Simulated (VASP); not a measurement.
Wanted: the native input for a VASP 6.6.1 run.

```yaml
Task: single point
Functional: LDA
Potentials_or_basis: VASP PAW LDA potentials, release 64 (Na_pv, Cl)
Cutoff: 520 eV
k_mesh: 6 × 6 × 6
Occupations: gaussian, width 0.05 eV
Spin: no spin polarisation
Dipole_correction: no
Further_INCAR_settings: ALGO = Normal; EDIFF = 1e-06; NBANDS = 14
```

The structure of NaCl lies in POSCAR:

```
NaCl
1.0
    3.6422776000      0.0000000000      0.0000000000
    0.0000000000      3.6422776000      0.0000000000
    0.0000000000      0.0000000000      3.6422776000
Na Cl
1 1
Direct
    0.0000000000      0.0000000000      0.0000000000
    0.5000000000      0.5000000000      0.5000000000
```

This cell differs from its parent crystal: strain +0.040 along x and y, +0.040 along z.

These files were run (other wordings do the same):

INCAR

```
SYSTEM = NaCl
ALGO = Normal ; EDIFF = 1E-6
ENCUT = 520 ; ISIF = 2
ISMEAR = 0 ; LASPH = .TRUE.
LCHARG = .TRUE. ; LELF = .TRUE.
LREAL = .FALSE. ; LVHAR = .TRUE.
LWAVE = .FALSE. ; NBANDS = 14
NELM = 60 ; PREC = Accurate
SIGMA = 0.05
```

KPOINTS

```
k-points
0
G
  6 6 6
  0 0 0
```

Potentials or basis: VASP PAW LDA potentials, release 64 (Na_pv, Cl).

Run with:

```console
$ cat potpaw_LDA.64/Na_pv/POTCAR potpaw_LDA.64/Cl/POTCAR > POTCAR
$ mpirun -np 1 vasp_std > vasp.out
```

Results of the run:

* Pressure: -4.7 GPa
* Band gap on the k mesh: 3.27 eV, indirect (least direct gap 3.69 eV)

Caveat: the cell differs from its parent crystal (strain +0.040 along x and y, +0.040 along z).

It took 6.5 s on 1 thread of AMD EPYC 7R13 Processor (Zen 3), with other jobs on the host, peak memory 0.11 GiB.
